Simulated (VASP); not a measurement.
The system is Te2Mo.

```
Te Mo
1.0
     3.51820    0.00000    0.00000
    -1.75910    3.04685    0.00000
     0.00000    0.00000   13.97360
Te Mo
4 2
Direct
  0.33333 0.66667 0.62100
  0.66667 0.33333 0.12100
  0.33333 0.66667 0.87900
  0.66667 0.33333 0.37900
  0.33333 0.66667 0.25000
  0.66667 0.33333 0.75000
```

Base run:

| Property | Result |
| --- | --- |
| Program | VASP 6.6.1 |
| Functional | PBEsol |
| Potentials or basis | VASP PAW PBE potentials, release 64 (Te, Mo_sv) |
| Cutoff | 520 eV |
| k mesh | 6 × 6 × 2 |
| Occupations | methfessel-paxton, width 0.1 eV |
| Spin | no spin polarisation |

Its results: band gap on the k mesh 0.80 eV, indirect (least direct gap 1.03 eV); pressure -1.0 GPa; largest force 0.058 eV/Å.

The run is repeated on the same cell with these changes: k mesh from 6 × 6 × 2 to 5 × 5 × 1. What comes out?

Band gap on the k mesh 0.68 eV, indirect (least direct gap 1.26 eV); pressure -0.8 GPa; largest force 0.103 eV/Å.

Caveats: some runs use coarse meshes; the PAW data sets were made with another functional, which shifts forces and pressure a little; spin-orbit coupling is left out, which moves the levels of the heavy elements; this functional lacks dispersion, which binds the layers, so the pressure and a relaxed spacing across them are unreliable.

A k mesh can miss the band edges.
